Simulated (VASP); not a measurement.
Input of a VASP 6.6.1 run:

File INCAR:

```
SYSTEM = In2O3
PREC = Accurate
ENCUT = 520
EDIFF = 1E-6
ISMEAR = -1
SIGMA = 0.02
LREAL = .FALSE.
LASPH = .TRUE.
NELM = 80
ALGO = Normal
ISIF = 2
LWAVE = .FALSE.
LCHARG = .TRUE.
GGA = PE
LELF = .TRUE.
LVHAR = .TRUE.
NBANDS = 55
```

KPOINTS

```
Automatic mesh
0
G
  7 7 7
  0 0 0
```

File POSCAR:

```
In2O3
1.0
    2.7973077783      1.6150263988      4.9315273512
   -2.7973077783      1.6150263988      4.9315273512
    0.0000000000     -3.2300527976      4.9315273512
In O
4 6
Direct
    0.3570558527      0.3570558527      0.3570558527
    0.1429441473      0.1429441473      0.1429441473
    0.6429441473      0.6429441473      0.6429441473
    0.8570558527      0.8570558527      0.8570558527
    0.5464491465      0.9535508535      0.2500000000
    0.2500000000      0.5464491465      0.9535508535
    0.9535508535      0.2500000000      0.5464491465
    0.4535508535      0.0464491465      0.7500000000
    0.7500000000      0.4535508535      0.0464491465
    0.0464491465      0.7500000000      0.4535508535
```

Potentials or basis: VASP PAW PBE potentials, release 64 (In_d, O).

Command:

```console
$ cat potpaw_PBE.64/In_d/POTCAR potpaw_PBE.64/O/POTCAR > POTCAR
$ mpirun -np 1 vasp_std > vasp.out
```

(1) What does it give for the largest force?

(2) Predict the band gap on the k mesh.

(3) Estimate the pressure.

## Answers

(1) 0.006 eV/Å.

(2) 0.90 eV (least direct gap 0.98 eV).

(3) -1.0 GPa.

Caveat: spin-orbit coupling is left out, which moves the levels of the heavy elements; an odd mesh through Γ misses points on the zone boundary, where band edges can lie.
